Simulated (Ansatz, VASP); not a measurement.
# One calculation of ZnSe, two programs

```xyz
2
Lattice="0.0000 2.7772 2.7772 2.7772 0.0000 2.7772 2.7772 2.7772 0.0000" Properties=species:S:1:pos:R:3 pbc="T T T"
Zn    0.0000    0.0000    0.0000
Se    1.3886    1.3886    1.3886
```

Alike in both runs: task single point; functional PBE; k mesh 8 × 8 × 8; occupations gaussian, width 0.02 eV; no spin polarisation.

|  | VASP | Ansatz |
| --- | --- | --- |
| version | VASP 6.6.1 | Ansatz 0.2.0 |
| potentials or method | VASP PAW PBE potentials, release 64 (Zn, Se), cutoff 520 eV | scalar-relativistic, plane waves, PAW |
| valence electrons in the cell | 18 | 28 |

|  | VASP | Ansatz | Ansatz less VASP |
| --- | --- | --- | --- |
| gap on the k mesh at the Fermi level (eV) | 1.54 | 1.54 | -0.005 |
| least direct gap on the mesh (eV) | 1.54 | 1.54 | -0.005 |
| pressure (GPa) | 7.0 | 6.7 | -0.30 |

VASP's potentials hold 18 valence electrons a cell and Ansatz's 28, so a difference there can come from the potentials and not from the codes.
